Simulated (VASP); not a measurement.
A run of VASP 6.6.1 is set up as follows.

INCAR

```
ALGO = Normal
EDIFF = 1E-6
ENCUT = 520
ISIF = 2
ISMEAR = 0
LASPH = True
LCHARG = True
LELF = True
LREAL = False
LVHAR = True
LWAVE = False
NBANDS = 16
NELM = 100
PREC = Accurate
SIGMA = 0.03
```

File KPOINTS:

```
k-points
0
Gamma
  12 12 6
```

Contents of POSCAR:

```
Si
1.0
    3.8016851185      0.0000000000      0.0000000000
   -1.9008425593      3.2923558898      0.0000000000
    0.0000000000      0.0000000000      6.2886938331
Si
4
Direct
    0.3333333333      0.6666666667      0.0630360460
    0.6666666667      0.3333333333      0.5630360460
    0.3333333333      0.6666666667      0.4369639540
    0.6666666667      0.3333333333      0.9369639540
```

Potentials or basis: VASP PAW LDA potentials, release 64 (Si).

Run with:

```sh
$ cat potpaw_LDA.64/Si/POTCAR > POTCAR
$ mpirun -np 1 vasp_std > vasp.out
```

(1) What does it give for the pressure?

(2) Estimate the band gap on the k mesh.

Answers

(1) 0.1 GPa.

(2) 0.27 eV (least direct gap 1.00 eV).
